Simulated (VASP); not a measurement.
# Ti (Im-3m) in VASP: notebook

Runs on Ti. Level: PBE. Tasks: single point.

Everything below comes from runs of VASP 6.6.1. Logs are shortened: lines on timing, memory, paths and dates and some standing lists are left out, and cuts for length are marked.

## (1) The cell of the first run

Symmetry: Im-3m, No. 229, cubic system. The conventional cell has a = 3.255 Å, b = 3.255 Å, c = 3.255 Å, α = 90.00°, β = 90.00°, γ = 90.00°. Ti (site symmetry m-3m) has 14 Ti at 2.82 to 3.26 Å within 3.7 Å.

## (2) Single point, PBE, collinear spin, ferromagnetic start

Input file INCAR:

```
SYSTEM = Ti
  PREC = Accurate
  ENCUT = 520
  EDIFF = 1E-6
  ISMEAR = 0
  SIGMA = 0.15
  LREAL = .False.
  LASPH = .True.
  NELM = 150
  ALGO = Normal
  ISIF = 2
  LWAVE = .False.
  LCHARG = .False.
  ISPIN = 2
  MAGMOM = 0.6
  LORBIT = 11
  NUPDOWN = 0.6
  LMAXMIX = 4
  GGA = PE
  NBANDS = 16
```

Input file KPOINTS:

```
regular mesh
0
Gamma
  22 22 22
  0 0 0
```

Input file POSCAR:

```
Ti
1.0
   -1.6277389706      1.6277389706      1.6277389706
    1.6277389706     -1.6277389706      1.6277389706
    1.6277389706      1.6277389706     -1.6277389706
Ti
1
Direct
    0.0000000000      0.0000000000      0.0000000000
```

Potentials or basis: VASP PAW PBE potentials, release 64 (Ti_sv).

Run with:

```sh
cat potpaw_PBE.64/Ti_sv/POTCAR > POTCAR
mpirun -np 1 vasp_std > vasp.out
```

OUTCAR:

```text
SYSTEM = Ti
   PREC = Accurate
   ENCUT = 520
   EDIFF = 1E-6
   ISMEAR = 0
   LREAL = .False.
   LASPH = .True.
   NELM = 150
   ISIF = 2
   ISPIN = 2
   LORBIT = 11
   NUPDOWN = 0.6
   GGA = PE

 ion  position               nearest neighbor table
   1  0.000  0.000  0.000-

  LATTYP: Found a body centered cubic cell.
 ALAT       =     3.2554779412

  Lattice vectors:

 A1 = (  -1.6277389706,   1.6277389706,   1.6277389706)
 A2 = (   1.6277389706,  -1.6277389706,   1.6277389706)
 A3 = (   1.6277389706,   1.6277389706,  -1.6277389706)

Analysis of symmetry for initial positions (statically):
=====================================================================
 Subroutine PRICEL returns:
 Original cell was already a primitive cell.

 Routine SETGRP: Setting up the symmetry group for a
 body centered cubic supercell.

 Subroutine GETGRP returns: Found 48 space group operations
 (whereof 48 operations were pure point group operations)
 out of a pool of 48 trial point group operations.

The static configuration has the point symmetry O_h .

Analysis of symmetry for dynamics (positions and initial velocities):
=====================================================================
 Subroutine PRICEL returns:
 Original cell was already a primitive cell.

 Routine SETGRP: Setting up the symmetry group for a
 body centered cubic supercell.

 Subroutine GETGRP returns: Found 48 space group operations
 (whereof 48 operations were pure point group operations)
 out of a pool of 48 trial point group operations.

The dynamic configuration has the point symmetry O_h .

Analysis of structural, dynamic, and magnetic symmetry:
=====================================================================
 Subroutine PRICEL returns:
 Original cell was already a primitive cell.

 Routine SETGRP: Setting up the symmetry group for a
 body centered cubic supercell.

 Subroutine GETGRP returns: Found 48 space group operations
 (whereof 48 operations were pure point group operations)
 out of a pool of 48 trial point group operations.

The overall configuration has the point symmetry O_h .

 Subroutine INISYM returns: Found 48 space group operations
 (whereof 48 operations are pure point group operations),
 and found     1 'primitive' translations

----------------------------------------------------------------------------------------
[... 104 lines left out ...]
   EMIN   =  10.00;   EMAX   =-10.00  energy-range for DOS
   EFERMI =   0.00;   METHOD = LEGACY
   ISMEAR =     0;   SIGMA  =   0.15  broadening in eV -4-tet -1-fermi 0-gaus
   EFERMI_NEDOS =   21; number of points for ismear=-14 and -15
   IALGO  =     38    algorithm
   IMIX   =      4    mixing-type and parameters
     AMIX     =   0.40;   BMIX     =  1.00
     AMIX_MAG =   1.60;   BMIX_MAG =  1.00
  volume/ion in A,a.u.               =      17.25       116.42
  Fermi-wavevector in a.u.,A,eV,Ry     =   1.450543  2.741128 28.627662  2.104074
  Thomas-Fermi vector in A             =   2.568143
   LORBIT       =     11    0 simple, 1 ext, 2 COOP (PROOUT), +10 PAW based schemes
   GGA     = PE    functional components
   LHFCALC =     F    Hartree Fock is set to
   AEXX    =    0.0000 exact exchange contribution
   IVDW    =     0    specifies the selected vdW correction
   LEPSILON=     F    determine dielectric tensor
   LRPA    =     F    only Hartree local field effects (RPA)
 spin polarized calculation
 Gauss-broadening in eV      SIGMA  =   0.15
  energy-cutoff  :      520.00
  volume of cell :       17.25
 maximum number of plane-waves:       476
 NGX is ok and might be reduce to    24
   NGX = 11   NGY = 11   NGZ = 11

 number of electron      11.9999997 magnetization       0.6000000

 Free energy of the ion-electron system (eV)
  ---------------------------------------------------
  ext. energy  EPLUGINS =         0.00000000
  ---------------------------------------------------
  free energy    TOTEN  =        -7.72767424 eV

  energy without entropy =       -7.70048429  energy(sigma->0) =       -7.71407926

 E-fermi :   8.1347     XC(G=0): -11.5185

 val. band max:        8.1922111044   @ k =   0.2273   0.0455   0.0455
 cond. band min:       8.1350510539   @ k =  -0.4545   0.5000   0.1364
 fundamental gap:     -0.0571600505
 Fermi energy:         8.1943381982

 spin component 1

 k-point     1 :       0.0000    0.0000    0.0000
  band No.  band energies     occupation
      1     -48.5394      1.00000
      2     -24.3877      1.00000
      3     -24.3877      1.00000
      4     -24.3877      1.00000
      5       1.9768      1.00000
      6       8.9082      0.00000
[... 435 lines left out ...]
      5       3.2431      1.00000
      6       8.4381      0.01078
[... 8 lines left out ...]
     15      30.1787      0.00000
     16      32.3285      0.00000

 [... further k-points ...]

 spin component 2

 k-point     1 :       0.0000    0.0000    0.0000
  band No.  band energies     occupation
      1     -48.1683      1.00000
      2     -24.0177      1.00000
      3     -24.0177      1.00000
      4     -24.0177      1.00000
      5       2.4139      1.00000
      6       9.4137      0.00000
[... 435 lines left out ...]
      5       3.6793      1.00000
      6       8.9371      0.00000
[... 8 lines left out ...]
     15      30.5361      0.00000
     16      32.8091      0.00000

 [... further k-points ...]

------------------------ aborting loop because EDIFF is reached ----------------------------------------

  FORCE on cell =-STRESS in cart. coord.  units (eV):
  Direction    XX          YY          ZZ          XY          YZ          ZX
  --------------------------------------------------------------------------------------
  -------------------------------------------------------------------------------------
  Total        0.0801348      0.0801348      0.0801348     -0.0000000      0.0000000     -0.0000000
  in kB        7.4424740      7.4424740      7.4424740     -0.0000000      0.0000000     -0.0000000
  external PRESSURE =       7.4424740 kB  Pullay stress =       0.0000000 kB

 VOLUME and BASIS-vectors are now :
 -----------------------------------------------------------------------------
  energy-cutoff  :      520.00
  volume of cell :       17.25
      direct lattice vectors                 reciprocal lattice vectors
    -1.627738971  1.627738971  1.627738971     0.000000000  0.307174559  0.307174559
     1.627738971 -1.627738971  1.627738971     0.307174559  0.000000000  0.307174559
     1.627738971  1.627738971 -1.627738971     0.307174559  0.307174559  0.000000000

 POSITION                                       TOTAL-FORCE (eV/Angst)
 -----------------------------------------------------------------------------------
      0.00000      0.00000      0.00000         0.000000      0.000000     -0.000000
 -----------------------------------------------------------------------------------
    total drift:                                0.000000      0.000000     -0.000000

  FREE ENERGIE OF THE ION-ELECTRON SYSTEM (eV)
  ---------------------------------------------------
  free  energy   TOTEN  =        -7.7276742350 eV

  energy  without entropy=       -7.7004842862  energy(sigma->0) =       -7.71407926

 total charge

# of ion       s       p       d       tot
------------------------------------------
    1        2.244   6.115   1.912  10.272

 magnetization (x)

# of ion       s       p       d       tot
------------------------------------------
    1        0.003   0.035   0.382   0.420
```

stdout:

```text
POSCAR found type information on POSCAR Ti
 POSCAR found :  1 types and       1 ions
 scaLAPACK will be used
 LDA part: xc-table for (Slater+PW92), standard interpolation
 POSCAR, INCAR and KPOINTS ok, starting setup
 FFT: planning ... GRIDC
 FFT: planning ... GRID_SOFT
 FFT: planning ... GRID
 WAVECAR not read
 entering main loop
```

Run time: 55 s. Hardware: 1 thread of Intel Xeon 6975P-C (Granite Rapids), shared host; peak memory 0.25 GiB.

What came out:

```
Free energy                                           : -7.7277 eV
Pressure                                              : 0.7 GPa
Net moment                                            : 0.60 μB per cell
Site moments                                          : Ti +0.42 μB
Valence electrons inside the program's atomic spheres : Ti 10.27
```

Caveat: the total moment is fixed, so each spin has its own Fermi level.

## (3) Single point, PBE, collinear spin, ferromagnetic start

Input file INCAR:

```
SYSTEM = Ti
PREC = Accurate ; ENCUT = 520
EDIFF = 1E-6 ; ISMEAR = 0
SIGMA = 0.15 ; LREAL = .FALSE.
LASPH = .TRUE. ; NELM = 150
ALGO = Normal ; ISIF = 2
LWAVE = .FALSE. ; LCHARG = .FALSE.
ISPIN = 2 ; MAGMOM = 1
LORBIT = 11 ; NUPDOWN = 1.0
LMAXMIX = 4 ; GGA = PE
NBANDS = 16
```

Input file KPOINTS:

```
regular mesh
0
G
  22 22 22
  0 0 0
```

POSCAR is that of step 2.

Potentials or basis: VASP PAW PBE potentials, release 64 (Ti_sv).

Run with:

```sh
cat potpaw_PBE.64/Ti_sv/POTCAR > POTCAR
mpirun -np 1 vasp_std > vasp.out
```

Run time: 57 s. Hardware: 1 thread of Intel Xeon 6975P-C (Granite Rapids), shared host; peak memory 0.25 GiB.

It converged, with:

| Property | Result |
| --- | --- |
| Free energy | -7.7116 eV |
| Pressure | 2.1 GPa |
| Net moment | 1.00 μB per cell |
| Site moments | Ti +0.70 μB |
| Valence electrons inside the program's atomic spheres | Ti 10.27 |

Caveat: the total moment is fixed, so each spin has its own Fermi level.
